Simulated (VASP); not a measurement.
Runs of VASP 6.6.1 on P. The structure is that of space group Cmce (No. 64), or close to it. The cells are those of the table. 

```tsv
task	level	cell	k mesh	cutoff (eV)	smearing	gap on the mesh (eV)	pressure (GPa)	largest force (eV/Å)
single point	PBE	a = 5.505, b = 5.505, c = 4.380 Å, angles 90.0, 90.0, 145.0°, 4 atoms	6 × 6 × 4	520	gaussian 0.1 eV	(c)	(b)	0.94
single point	PBE	a = 5.799, b = 5.799, c = 4.547 Å, angles 90.0, 90.0, 146.7°, 4 atoms	6 × 6 × 4	520	gaussian 0.1 eV	0.11	-0.3	0.06
relaxation of cell and atoms	PBE	relaxed from a = 5.505, b = 5.505, c = 4.380 Å, angles 90.0, 90.0, 145.0°, 4 atoms	6 × 6 × 4	600	gaussian 0.1 eV	0.03	0.0	0.03
single point	r2SCAN	a = 5.286, b = 5.286, c = 4.206 Å, angles 90.0, 90.0, 145.0°, 4 atoms	12 × 12 × 8	520	gaussian 0.05 eV	-	(a)	1.95
single point	PBE	a = 5.880, b = 5.880, c = 4.558 Å, angles 90.0, 90.0, 147.3°, 4 atoms	12 × 12 × 8	520	gaussian 0.01 eV	0.14	-0.3	0.05
```

Alike in all rows: potentials or basis VASP PAW PBE potentials, release 64 (P); no spin polarisation.

Task: Fill in the values left out.

Result: (a) 19.6; (b) 5.9; (c) 0.12.

Caveats: the relaxation stopped at a loose force limit of 0.05 eV/Å, so its end isn't a converged minimum (some runs); the PAW data sets were made with another functional, which shifts forces and pressure a little (some runs).

A k mesh can miss the band edges.
